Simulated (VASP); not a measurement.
Ga: single point with PBEsol

The system is Ga.

```
Ga
1.0
     2.33961    0.00000    0.00000
     0.00000    2.33961    0.00000
     0.00000    0.00000    2.33961
Ga
1
Cartesian
  0.0000 0.0000 0.0000
```

This cell differs from its parent crystal: volume scaled by 0.68.

| Quantity | Value |
| --- | --- |
| Program | VASP 6.6.1 |
| Task | single point |
| Functional | PBEsol |
| Potentials or basis | VASP PAW PBE potentials, release 64 (Ga_d) |
| Cutoff | 520 eV |
| k mesh | 15 × 15 × 15 |
| Occupations | fermi-dirac, width 0.1 eV |
| Spin | no spin polarisation |

```
Pressure : 56.8 GPa
```

Levels at points of the mesh, in eV from the Fermi level:
```csv
k point,band 3,band 4,band 5,band 6,band 7,band 8,band 9,band 10
"(0.00, 0.00, 0.00)",-14.79,-14.79,-14.79,-14.26,12.39,12.39,12.39,15.42
```

Run time: 5.6 s on 1 thread of Intel(R) Xeon(R) 6975P-C (Granite Rapids) (shared host), peak memory 0.13 GiB.

Caveat: the PAW data sets were made with another functional, which shifts forces and pressure a little.
